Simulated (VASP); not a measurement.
# CuO2 (Fm-3m) in VASP: notebook

CuO2 is run at these levels: PBEsol+U, r2SCAN; tasks: single point.

All numbers are computed with VASP 6.6.1; they aren't measurements. Logs are shortened: lines on timing, memory, paths and dates and some standing lists are left out, and cuts for length are marked.

**1. The cell of the first run**

The structure is cubic, space group Fm-3m (No. 225). The conventional cell has a = 4.769 Å, b = 4.769 Å, c = 4.769 Å, α = 90.00°, β = 90.00°, γ = 90.00°. Within 2.7 Å of Cu (site symmetry m-3m) lie 8 O at 2.07 Å. Within 2.7 Å of O (site symmetry -43m) lie 4 Cu at 2.07 Å and 6 O at 2.38 Å.

**2. Single point, PBEsol+U**

The input, INCAR:

```
PREC = Accurate
ENCUT = 700
EDIFF = 1E-6
ISMEAR = 0
SIGMA = 0.05
LREAL = F
LASPH = T
NELM = 200
ALGO = Normal
ISIF = 2
LWAVE = F
LCHARG = F
LMAXMIX = 4
LDAU = T
LDAUTYPE = 2
LDAUL = 2 -1
LDAUU = 4 0
LDAUJ = 0 0
LDAUPRINT = 1
GGA = PS
NBANDS = 22
GGA_COMPAT = F
```

The input, KPOINTS:

```
Automatic mesh
0
Gamma
  16 16 16
```

The input, POSCAR:

```
CuO2
1.0
    0.0000000000      2.3844798727      2.3844798727
    2.3844798727      0.0000000000      2.3844798727
    2.3844798727      2.3844798727      0.0000000000
Cu O
1 2
Direct
    0.0000000000      0.0000000000      0.0000000000
    0.2500000000      0.2500000000      0.2500000000
    0.7500000000      0.7500000000      0.7500000000
```

Potentials or basis: VASP PAW PBE potentials, release 64 (Cu_sv_GW, O).

Launch:

```bash
$ cat potpaw_PBE.64/Cu_sv_GW/POTCAR potpaw_PBE.64/O/POTCAR > POTCAR
$ mpirun -np 1 vasp_std > vasp.out
```

OUTCAR:

```text
PREC = Accurate
   ENCUT = 700
   EDIFF = 1E-6
   ISMEAR = 0
   LREAL = F
   LASPH = T
   NELM = 200
   ISIF = 2
   GGA = PS

 ion  position               nearest neighbor table
   1  0.000  0.000  0.000-   3 2.07   3 2.07   3 2.07   2 2.07   3 2.07   2 2.07   2 2.07   2 2.07

   2  0.250  0.250  0.250-   1 2.07   1 2.07   1 2.07   1 2.07
   3  0.750  0.750  0.750-   1 2.07   1 2.07   1 2.07   1 2.07

  LATTYP: Found a face centered cubic cell.
 ALAT       =     4.7689597454

  Lattice vectors:

 A1 = (   0.0000000000,   2.3844798727,   2.3844798727)
 A2 = (   2.3844798727,   0.0000000000,   2.3844798727)
 A3 = (   2.3844798727,   2.3844798727,   0.0000000000)

Analysis of symmetry for initial positions (statically):
=====================================================================
 Subroutine PRICEL returns:
 Original cell was already a primitive cell.

 Routine SETGRP: Setting up the symmetry group for a
 face centered cubic supercell.

 Subroutine GETGRP returns: Found 48 space group operations
 (whereof 48 operations were pure point group operations)
 out of a pool of 48 trial point group operations.

The static configuration has the point symmetry O_h .

Analysis of symmetry for dynamics (positions and initial velocities):
=====================================================================
 Subroutine PRICEL returns:
 Original cell was already a primitive cell.

 Routine SETGRP: Setting up the symmetry group for a
 face centered cubic supercell.

 Subroutine GETGRP returns: Found 48 space group operations
 (whereof 48 operations were pure point group operations)
 out of a pool of 48 trial point group operations.

The dynamic configuration has the point symmetry O_h .

 Subroutine INISYM returns: Found 48 space group operations
 (whereof 48 operations are pure point group operations),
 and found     1 'primitive' translations

----------------------------------------------------------------------------------------

                                     Primitive cell

  volume of cell :      27.1151

  direct lattice vectors                    reciprocal lattice vectors
     0.000000000  2.384479873  2.384479873    -0.209689335  0.209689335  0.209689335
     2.384479873  0.000000000  2.384479873     0.209689335 -0.209689335  0.209689335
     2.384479873  2.384479873  0.000000000     0.209689335  0.209689335 -0.209689335

  length of vectors
     3.372163775  3.372163775  3.372163775     0.363192583  0.363192583  0.363192583

  position of ions in fractional coordinates (direct lattice)
     0.000000000  0.000000000  0.000000000
     0.250000000  0.250000000  0.250000000
     0.750000000  0.750000000  0.750000000

  ion indices of the primitive-cell ions
   primitive index   ion index
                 1           1
                 2           2
                 3           3

----------------------------------------------------------------------------------------

 KPOINTS: Automatic mesh

Automatic generation of k-mesh.
 Grid dimensions read from file:
 generate k-points for:   16   16   16

 Generating k-lattice:

  Cartesian coordinates                     Fractional coordinates (reciprocal lattice)
    -0.013105583  0.013105583  0.013105583     0.062500000  0.000000000  0.000000000
     0.013105583 -0.013105583  0.013105583     0.000000000  0.062500000  0.000000000
     0.013105583  0.013105583 -0.013105583     0.000000000  0.000000000  0.062500000

  Length of vectors
[... 40 lines left out ...]
   dimension x,y,z NGX =    30 NGY =   30 NGZ =   30
   dimension x,y,z NGXF=    60 NGYF=   60 NGZF=   60
   ions per type =               1   2
   NGX,Y,Z   is equivalent  to a cutoff of  14.79, 14.79, 14.79 a.u.
   NGXF,Y,Z  is equivalent  to a cutoff of  29.58, 29.58, 29.58 a.u.
 SYSTEM =  unknown system
   PREC   = accura    normal or accurate (medium, high low for compatibility)
   ISTART =      0    job   : 0-new  1-cont  2-samecut
   ICHARG =      2    charge: 1-file 2-atom 10-const
   ISPIN  =      1    spin polarized calculation?
   LNONCOLLINEAR =      F non collinear calculations
   LSORBIT =      F    spin-orbit coupling
   LASPH  =      T    aspherical Exc in radial PAW
   ENCUT  =  700.0 eV  51.45 Ry    7.17 a.u.   7.27  7.27  7.27*2*pi/ulx,y,z
   NELM   =    200;   NELMIN=  2; NELMDL= -5     # of ELM steps
   EDIFF  = 0.1E-05   stopping-criterion for ELM
   LREAL  =      F    real-space projection
   EDIFFG = 0.1E-04   stopping-criterion for IOM
   NSW    =      0    number of steps for IOM
   IBRION =     -1    ionic relax: 0-MD 1-quasi-New 2-CG
   NFREE  =      0    steps in history (QN), initial steepest desc. (CG)
   ISIF   =      2    stress and relaxation
   ISYM   =      2    0-nonsym 1-usesym 2-fastsym
   POTIM  = 0.5000    time-step for ionic-motion
   TEBEG  =    0.0;   TEEND  =   0.0 temperature during run
   PSTRESS=    0.0 pullay stress
   NELECT =      31.0000    total number of electrons
   NUPDOWN=      -1.0000    fix difference up-down
   EMIN   =  10.00;   EMAX   =-10.00  energy-range for DOS
   EFERMI =   0.00;   METHOD = LEGACY
   ISMEAR =     0;   SIGMA  =   0.05  broadening in eV -4-tet -1-fermi 0-gaus
   EFERMI_NEDOS =   21; number of points for ismear=-14 and -15
   IALGO  =     38    algorithm
   IMIX   =      4    mixing-type and parameters
     AMIX     =   0.40;   BMIX     =  1.00
     AMIX_MAG =   1.60;   BMIX_MAG =  1.00
  volume/ion in A,a.u.               =       9.04        60.99
  Fermi-wavevector in a.u.,A,eV,Ry     =   1.711821  3.234873 39.869585  2.930332
  Thomas-Fermi vector in A             =   2.789864
   LORBIT       =      0    0 simple, 1 ext, 2 COOP (PROOUT), +10 PAW based schemes
 LDA+U is selected, type is set to LDAUTYPE =  2
   angular momentum for each species LDAUL =     2   -1
   U (eV)           for each species LDAUU =   4.0  0.0
   J (eV)           for each species LDAUJ =   0.0  0.0
   GGA     = PS    functional components
   LHFCALC =     F    Hartree Fock is set to
   AEXX    =    0.0000 exact exchange contribution
   IVDW    =     0    specifies the selected vdW correction
   LEPSILON=     F    determine dielectric tensor
   LRPA    =     F    only Hartree local field effects (RPA)
 non-spin polarized calculation
 Gauss-broadening in eV      SIGMA  =   0.05
  energy-cutoff  :      700.00
  volume of cell :       27.12
 maximum number of plane-waves:      1158
 NGX is ok and might be reduce to    30
   NGX = 15   NGY = 15   NGZ = 15

atom =   1  type =  1  l = 2

 onsite density matrix

spin component  1

  0.8446 -0.0000  0.0000  0.0000 -0.0000
 -0.0000  0.8446  0.0000  0.0000 -0.0000
  0.0000  0.0000  0.9445 -0.0000 -0.0000
  0.0000  0.0000 -0.0000  0.8446  0.0000
 -0.0000 -0.0000 -0.0000  0.0000  0.9445

spin component  2

  0.8446 -0.0000  0.0000  0.0000 -0.0000
 -0.0000  0.8446  0.0000  0.0000 -0.0000
  0.0000  0.0000  0.9445 -0.0000 -0.0000
  0.0000  0.0000 -0.0000  0.8446  0.0000
 -0.0000 -0.0000 -0.0000  0.0000  0.9445

 occupancies and eigenvectors

  o =  0.8446  v =  0.0000 -0.6628  0.0000 -0.7488 -0.0000  0.0000  0.0000  0.0000  0.0000  0.0000      0.0000  0.0000  0.0000  0.0000  0.0000  0.0000  0.0000  0.0000  0.0000  0.0000
  o =  0.8446  v =  0.0000  0.0000  0.0000  0.0000  0.0000  0.0000 -0.6628  0.0000 -0.7488 -0.0000      0.0000  0.0000  0.0000  0.0000  0.0000  0.0000  0.0000  0.0000  0.0000  0.0000
  o =  0.8446  v =  1.0000  0.0000  0.0000  0.0000  0.0000  0.0000  0.0000  0.0000  0.0000  0.0000      0.0000  0.0000  0.0000  0.0000  0.0000  0.0000  0.0000  0.0000  0.0000  0.0000
  o =  0.8446  v =  0.0000  0.0000  0.0000  0.0000  0.0000  1.0000  0.0000  0.0000  0.0000  0.0000      0.0000  0.0000  0.0000  0.0000  0.0000  0.0000  0.0000  0.0000  0.0000  0.0000
  o =  0.8446  v =  0.0000  0.0000  0.0000  0.0000  0.0000  0.0000  0.7488  0.0000 -0.6628 -0.0000      0.0000  0.0000  0.0000  0.0000  0.0000  0.0000  0.0000  0.0000  0.0000  0.0000
  o =  0.8446  v =  0.0000  0.7488  0.0000 -0.6628 -0.0000  0.0000  0.0000  0.0000  0.0000  0.0000      0.0000  0.0000  0.0000  0.0000  0.0000  0.0000  0.0000  0.0000  0.0000  0.0000
  o =  0.9445  v =  0.0000 -0.0000  0.9893  0.0000 -0.1458  0.0000  0.0000  0.0000  0.0000  0.0000      0.0000  0.0000  0.0000  0.0000  0.0000  0.0000  0.0000  0.0000  0.0000  0.0000
  o =  0.9445  v =  0.0000  0.0000  0.0000  0.0000  0.0000  0.0000 -0.0000  0.9893  0.0000 -0.1458      0.0000  0.0000  0.0000  0.0000  0.0000  0.0000  0.0000  0.0000  0.0000  0.0000
  o =  0.9445  v =  0.0000  0.0000  0.0000  0.0000  0.0000  0.0000  0.0000  0.1458 -0.0000  0.9893      0.0000  0.0000  0.0000  0.0000  0.0000  0.0000  0.0000  0.0000  0.0000  0.0000
  o =  0.9445  v =  0.0000  0.0000  0.1458 -0.0000  0.9893  0.0000  0.0000  0.0000  0.0000  0.0000      0.0000  0.0000  0.0000  0.0000  0.0000  0.0000  0.0000  0.0000  0.0000  0.0000

 number of electron      31.0000011 magnetization

 Free energy of the ion-electron system (eV)
  ---------------------------------------------------
  ext. energy  EPLUGINS =         0.00000000
  ---------------------------------------------------
  free energy    TOTEN  =       -12.22976111 eV

  energy without entropy =      -12.21276264  energy(sigma->0) =      -12.22126188

 E-fermi :   4.3882     XC(G=0): -12.6185

 val. band max:        4.3876260059   @ k =  -0.3125   0.3750   0.1250
 cond. band min:       4.3887458677   @ k =  -0.3125   0.3125   0.1250
 fundamental gap:      0.0011198619
 Fermi energy:         4.3882023852

 k-point     1 :       0.0000    0.0000    0.0000
  band No.  band energies     occupation
      1    -107.2348      2.00000
      2     -64.7698      2.00000
      3     -64.7698      2.00000
      4     -64.7698      2.00000
      5     -15.5858      2.00000
      6     -11.2936      2.00000
[... 589 lines left out ...]
     21      16.8664      0.00000
     22      23.6141      0.00000

 [... further k-points ...]

------------------------ aborting loop because EDIFF is reached ----------------------------------------

  FORCE on cell =-STRESS in cart. coord.  units (eV):
  Direction    XX          YY          ZZ          XY          YZ          ZX
  --------------------------------------------------------------------------------------
  -------------------------------------------------------------------------------------
  Total       -0.5325501     -0.5325501     -0.5325501     -0.0000000     -0.0000000      0.0000000
  in kB      -31.4673428    -31.4673428    -31.4673428     -0.0000000     -0.0000000      0.0000000
  external PRESSURE =     -31.4673428 kB  Pullay stress =       0.0000000 kB

 VOLUME and BASIS-vectors are now :
 -----------------------------------------------------------------------------
  energy-cutoff  :      700.00
  volume of cell :       27.12
      direct lattice vectors                 reciprocal lattice vectors
     0.000000000  2.384479873  2.384479873    -0.209689335  0.209689335  0.209689335
     2.384479873  0.000000000  2.384479873     0.209689335 -0.209689335  0.209689335
     2.384479873  2.384479873  0.000000000     0.209689335  0.209689335 -0.209689335

 POSITION                                       TOTAL-FORCE (eV/Angst)
 -----------------------------------------------------------------------------------
      0.00000      0.00000      0.00000         0.000000     -0.000000     -0.000000
      1.19224      1.19224      1.19224         0.000000      0.000000     -0.000000
      3.57672      3.57672      3.57672        -0.000000      0.000000      0.000000
 -----------------------------------------------------------------------------------
    total drift:                                0.000000     -0.000000     -0.000000

  FREE ENERGIE OF THE ION-ELECTRON SYSTEM (eV)
  ---------------------------------------------------
  free  energy   TOTEN  =       -12.2297611134 eV

  energy  without entropy=      -12.2127626419  energy(sigma->0) =      -12.22126188
```

Run time: 3.4 min. Hardware: 1 thread of Intel Xeon Platinum 8259CL at 2.50GHz (Skylake/Cascade Lake), shared host; peak memory 0.29 GiB.

Results:

```yaml
Free_energy: -12.2298 eV
Pressure: -3.1 GPa
Band_gap_on_the_k_mesh: zero (an odd number of electrons rules out a gap without spin polarisation)
```

Eigenvalues of the final occupation matrices:
| site | spin | trace | eigenvalues |
| --- | --- | --- | --- |
| site 1 d | 1 | 4.42 | 0.84 0.84 0.84 0.94 0.94 |
| site 1 d | 2 | 4.42 | 0.84 0.84 0.84 0.94 0.94 |

Caveat: the cell stands under tension; the PAW data sets were made with another functional, which shifts forces and pressure a little; an odd number of electrons without spin polarisation forces a metal; a magnetic or distorted state may lie lower; U without spin polarisation on a metal has little footing.

(Continued in part 2 of 2.)
